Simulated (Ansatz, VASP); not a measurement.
# One calculation of TiSi2, two programs

File INCAR:

```
SYSTEM = TiSi2
  ALGO = Normal
  EDIFF = 1E-6
  ENCUT = 520
  ISIF = 2
  ISMEAR = 0
  LASPH = .True.
  LCHARG = .False.
  LREAL = .False.
  LWAVE = .False.
  NBANDS = 17
  NELM = 100
  PREC = Accurate
  SIGMA = 0.15
```

KPOINTS

```
k-points
0
Gamma
  18 18 18
  0 0 0
```

POSCAR

```
TiSi2
1.0
   -1.4277517468      1.6546906668      4.0625611948
    1.4277517468     -1.6546906668      4.0625611948
    1.4277517468      1.6546906668     -4.0625611948
Ti Si
1 2
Direct
    0.0000000000      0.0000000000      0.0000000000
    0.3188444216      0.3188444216      0.0000000000
    0.6811555784      0.6811555784      0.0000000000
```

Input for Ansatz:

```yaml
crystal:
  lattice:
    - [-1.4277517468, 1.6546906668, 4.0625611948]
    - [1.4277517468, -1.6546906668, 4.0625611948]
    - [1.4277517468, 1.6546906668, -4.0625611948]
  atoms:
    - { symbol: Ti, position: [0.0, 0.0, 0.0] }
    - { symbol: Si, position: [0.3188444216, 0.3188444216, 0.0] }
    - { symbol: Si, position: [0.6811555784, 0.6811555784, 0.0] }
basis:
  ecutwfc: 520.0
kpoints:
  mp_grid: { grid: [18, 18, 18] }
hamiltonian:
  xc: lda
  pseudopotentials: { kind: paw, azcp: { folder: soft_1 } }
scf:
  occupations: { method: gaussian, width: 0.15 }
output:
  forces: true
  stress: true
  eigenvalues: true
```

Alike in both runs: task single point; functional LDA; k mesh 18 × 18 × 18; occupations gaussian, width 0.15 eV; no spin polarisation.

|  | VASP | Ansatz |
| --- | --- | --- |
| version | VASP 6.6.1 | Ansatz 0.2.0 |
| potentials or method | VASP PAW LDA potentials, release 64 (Ti_sv, Si), cutoff 520 eV | scalar-relativistic, plane waves, PAW |
| valence electrons in the cell | 20 | 20 |

|  | VASP | Ansatz | Ansatz less VASP |
| --- | --- | --- | --- |
| gap on the k mesh at the Fermi level (eV) | none | none | - |
| pressure (GPa) | 10.5 | 10.3 | -0.20 |
| traceless stress, the component that is largest in VASP (GPa) | 2.57 | 2.52 | -0.053 |
| rms of the force components (eV/Å) | 0.540 | 0.540 | +0.0007 |

Ansatz warns that its potentials were made for another functional, while VASP's fit it. LDA's correlation is that of Perdew and Zunger in VASP and of Perdew and Wang (1992) in Ansatz. Atom by atom the forces differ by 0.001 eV/Å (rms over components). A gap of «none» marks a metal or a gap that the smearing closes.
